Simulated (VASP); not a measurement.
# Ta (P6_3/mmc) in VASP: further runs

Ta is run at these levels: PBEsol; tasks: single point.

All numbers are computed with VASP 6.6.1; they aren't measurements. Logs are shortened: lines on timing, memory, paths and dates and some standing lists are left out, and cuts for length are marked.

## 1. The cell of the first run

Symmetry: P6_3/mmc, No. 194, hexagonal system. The conventional cell has a = 2.898 Å, b = 2.898 Å, c = 9.998 Å, α = 90.00°, β = 90.00°, γ = 120.00°. Ta (site symmetry -3m) has 12 Ta at 2.90 to 3.01 Å within 3.8 Å. Ta (site symmetry -6m2) has 12 Ta at 2.90 to 3.01 Å within 3.8 Å.

## 2. Single point, PBEsol

The input, INCAR:

```
ALGO = Normal
EDIFF = 1E-6
ENCUT = 520
GGA = PS
ISIF = 2
ISMEAR = -1
LASPH = True
LCHARG = False
LREAL = False
LWAVE = False
NBANDS = 30
NELM = 80
PREC = Accurate
SIGMA = 0.1
```

The input, KPOINTS:

```
k-points
0
Gamma
  12 12 4
```

The input, POSCAR:

```
Ta
1.0
    2.8976334692      0.0000000000      0.0000000000
   -1.4488167346      2.5094241952      0.0000000000
    0.0000000000      0.0000000000      9.9975057034
Ta
4
Direct
    0.0000000000      1.0000000000      1.0000000000
    1.0000000000      1.0000000000      0.5000000000
    0.3333333333      0.6666666667      0.2500000000
    0.6666666667      0.3333333333      0.7500000000
```

Potentials or basis: VASP PAW PBE potentials, release 64 (Ta_pv).

Run with:

```sh
> cat potpaw_PBE.64/Ta_pv/POTCAR > POTCAR
> mpirun -np 1 vasp_std > vasp.out
```

OUTCAR:

```text
EDIFF = 1E-6
   ENCUT = 520
   GGA = PS
   ISIF = 2
   ISMEAR = -1
   LASPH = True
   LREAL = False
   NELM = 80
   PREC = Accurate

 ion  position               nearest neighbor table
   1  0.000  0.000  0.000-   3 3.01   4 3.01   4 3.01   3 3.01   4 3.01   3 3.01
   2  0.000  0.000  0.500-   3 3.01   4 3.01   4 3.01   3 3.01   4 3.01   3 3.01
   3  0.333  0.667  0.250-   1 3.01   2 3.01   1 3.01   2 3.01   1 3.01   2 3.01
   4  0.667  0.333  0.750-   1 3.01   2 3.01   1 3.01   2 3.01   1 3.01   2 3.01

  LATTYP: Found a hexagonal cell.
 ALAT       =     2.8976334692
 C/A-ratio  =     3.4502313042

  Lattice vectors:

 A1 = (   2.8976334692,   0.0000000000,   0.0000000000)
 A2 = (  -1.4488167346,   2.5094241952,   0.0000000000)
 A3 = (   0.0000000000,   0.0000000000,   9.9975057034)

Analysis of symmetry for initial positions (statically):
=====================================================================
 Subroutine PRICEL returns:
 Original cell was already a primitive cell.

 Routine SETGRP: Setting up the symmetry group for a
 hexagonal supercell.

 Subroutine GETGRP returns: Found 24 space group operations
 (whereof 12 operations were pure point group operations)
 out of a pool of 24 trial point group operations.

The static configuration has the point symmetry D_3d.
 The point group associated with its full space group is D_6h.

Analysis of symmetry for dynamics (positions and initial velocities):
=====================================================================
 Subroutine PRICEL returns:
 Original cell was already a primitive cell.

 Routine SETGRP: Setting up the symmetry group for a
 hexagonal supercell.

 Subroutine GETGRP returns: Found 24 space group operations
 (whereof 12 operations were pure point group operations)
 out of a pool of 24 trial point group operations.

The dynamic configuration has the point symmetry D_3d.
 The point group associated with its full space group is D_6h.

 Subroutine INISYM returns: Found 24 space group operations
 (whereof 12 operations are pure point group operations),
 and found     1 'primitive' translations

----------------------------------------------------------------------------------------

                                     Primitive cell

  volume of cell :      72.6958

  direct lattice vectors                    reciprocal lattice vectors
     2.897633469  0.000000000  0.000000000     0.345109211  0.199248896  0.000000000
[... 84 lines left out ...]
   ISPIN  =      1    spin polarized calculation?
   LNONCOLLINEAR =      F non collinear calculations
   LSORBIT =      F    spin-orbit coupling
   LASPH  =      T    aspherical Exc in radial PAW
   ENCUT  =  520.0 eV  38.22 Ry    6.18 a.u.   5.39  5.39 18.59*2*pi/ulx,y,z
   NELM   =     80;   NELMIN=  2; NELMDL= -5     # of ELM steps
   EDIFF  = 0.1E-05   stopping-criterion for ELM
   LREAL  =      F    real-space projection
   EDIFFG = 0.1E-04   stopping-criterion for IOM
   NSW    =      0    number of steps for IOM
   IBRION =     -1    ionic relax: 0-MD 1-quasi-New 2-CG
   NFREE  =      0    steps in history (QN), initial steepest desc. (CG)
   ISIF   =      2    stress and relaxation
   ISYM   =      2    0-nonsym 1-usesym 2-fastsym
   POTIM  = 0.5000    time-step for ionic-motion
   TEBEG  =    0.0;   TEEND  =   0.0 temperature during run
   PSTRESS=    0.0 pullay stress
   NELECT =      44.0000    total number of electrons
   NUPDOWN=      -1.0000    fix difference up-down
   EMIN   =  10.00;   EMAX   =-10.00  energy-range for DOS
   EFERMI =   0.00;   METHOD = LEGACY
   ISMEAR =    -1;   SIGMA  =   0.10  broadening in eV -4-tet -1-fermi 0-gaus
   EFERMI_NEDOS =   21; number of points for ismear=-14 and -15
   IALGO  =     38    algorithm
   IMIX   =      4    mixing-type and parameters
     AMIX     =   0.40;   BMIX     =  1.00
     AMIX_MAG =   1.60;   BMIX_MAG =  1.00
  volume/ion in A,a.u.               =      18.17       122.64
  Fermi-wavevector in a.u.,A,eV,Ry     =   1.384807  2.616906 26.091771  1.917691
  Thomas-Fermi vector in A             =   2.509277
   LORBIT       =      0    0 simple, 1 ext, 2 COOP (PROOUT), +10 PAW based schemes
   GGA     = PS    functional components
   LHFCALC =     F    Hartree Fock is set to
   AEXX    =    0.0000 exact exchange contribution
   IVDW    =     0    specifies the selected vdW correction
   LEPSILON=     F    determine dielectric tensor
   LRPA    =     F    only Hartree local field effects (RPA)
 non-spin polarized calculation
  energy-cutoff  :      520.00
  volume of cell :       72.70
 maximum number of plane-waves:      1999
 NGX is ok and might be reduce to    24
   NGX = 11   NGY = 11   NGZ = 37

 number of electron      43.9999999 magnetization

 Free energy of the ion-electron system (eV)
  ---------------------------------------------------
  ext. energy  EPLUGINS =         0.00000000
  ---------------------------------------------------
  free energy    TOTEN  =       -49.18458925 eV

  energy without entropy =      -49.02855872  energy(sigma->0) =      -49.10657398

 E-fermi :   5.6542     XC(G=0): -12.6788

 val. band max:        5.6483231887   @ k =   0.2500   0.1667   0.5000
 cond. band min:       5.6615931049   @ k =   0.0833   0.0833   0.2500
 fundamental gap:      0.0132699162
 Fermi energy:         5.6542379339

 k-point     1 :       0.0000    0.0000    0.0000
  band No.  band energies     occupation
      1     -28.8818      2.00000
      2     -28.4335      2.00000
      3     -28.3649      2.00000
      4     -27.8862      2.00000
      5     -27.8862      2.00000
      6     -27.8803      2.00000
[... 781 lines left out ...]
     29       9.8388      0.00000
     30       9.8824      0.00000

 [... further k-points ...]
[... 5 lines left out ...]
  --------------------------------------------------------------------------------------
  -------------------------------------------------------------------------------------
  Total        0.0490432      0.0490432      0.0688272      0.0000000     -0.0000000      0.0000000
  in kB        1.0808875      1.0808875      1.5169164      0.0000000     -0.0000000      0.0000000
  external PRESSURE =       1.2262304 kB  Pullay stress =       0.0000000 kB

 VOLUME and BASIS-vectors are now :
 -----------------------------------------------------------------------------
  energy-cutoff  :      520.00
  volume of cell :       72.70
      direct lattice vectors                 reciprocal lattice vectors
     2.897633469  0.000000000  0.000000000     0.345109211  0.199248896  0.000000000
    -1.448816735  2.509424195  0.000000000     0.000000000  0.398497792  0.000000000
     0.000000000  0.000000000  9.997505703     0.000000000  0.000000000  0.100024949

 POSITION                                       TOTAL-FORCE (eV/Angst)
 -----------------------------------------------------------------------------------
      0.00000      0.00000      0.00000        -0.000000      0.000000     -0.000000
      0.00000      0.00000      4.99875        -0.000000      0.000000     -0.000000
     -0.00000      1.67295      2.49938         0.000000      0.000000      0.000000
      1.44882      0.83647      7.49813        -0.000000      0.000000      0.000000
 -----------------------------------------------------------------------------------
    total drift:                               -0.000000      0.000000     -0.000000

  FREE ENERGIE OF THE ION-ELECTRON SYSTEM (eV)
  ---------------------------------------------------
  free  energy   TOTEN  =       -49.1845892525 eV

  energy  without entropy=      -49.0285587167  energy(sigma->0) =      -49.10657398
```

stdout:

```text
POSCAR found type information on POSCAR Ta
 POSCAR found :  1 types and       4 ions
 scaLAPACK will be used
 -----------------------------------------------------------------------------
|                                                                             |
|                                                                             |
|     You enforced a specific xc type in the INCAR file but a different       |
|     I HOPE YOU KNOW WHAT YOU ARE DOING!                                     |
|                                                                             |
 -----------------------------------------------------------------------------

 LDA part: xc-table for (Slater+PW92), standard interpolation
 POSCAR, INCAR and KPOINTS ok, starting setup
 FFT: planning ... GRIDC
 FFT: planning ... GRID_SOFT
 FFT: planning ... GRID
 WAVECAR not read
 entering main loop
```

It took 71 s on 1 thread of Intel Xeon Platinum 8375C at 2.90GHz (Ice Lake), shared host; peak memory 0.25 GiB.

Results:

```
Free energy            : -49.1846 eV
Pressure               : 0.1 GPa
Band gap on the k mesh : zero (band 22 reaches 6.18 eV, above the bottom of band 23 at 5.11 eV)
```

Levels at points of the mesh, in eV from the Fermi level:
```csv
k point,band 18,band 19,band 20,band 21,band 22,band 23,band 24,band 25,band 26,band 27
"(0.00, 0.00, 0.00)",-1.02,-0.24,0.30,0.40,0.40,0.50,0.50,0.89,0.89,1.03
"(0.50, 0.00, 0.00)",-2.49,-2.22,-1.12,-0.42,0.53,0.61,1.68,2.46,2.51,2.58
"(0.00, 0.00, 0.50)",-0.58,-0.52,-0.52,0.52,0.52,0.52,0.52,0.86,0.86,0.86
"(0.50, 0.00, 0.50)",-3.18,-1.10,-1.10,0.45,0.45,1.11,1.11,1.38,1.38,4.58
```

Caveat: the PAW data sets were made with another functional, which shifts forces and pressure a little; spin-orbit coupling is left out, which moves the levels of the heavy elements.

(Part 1 of 2 ends here.)
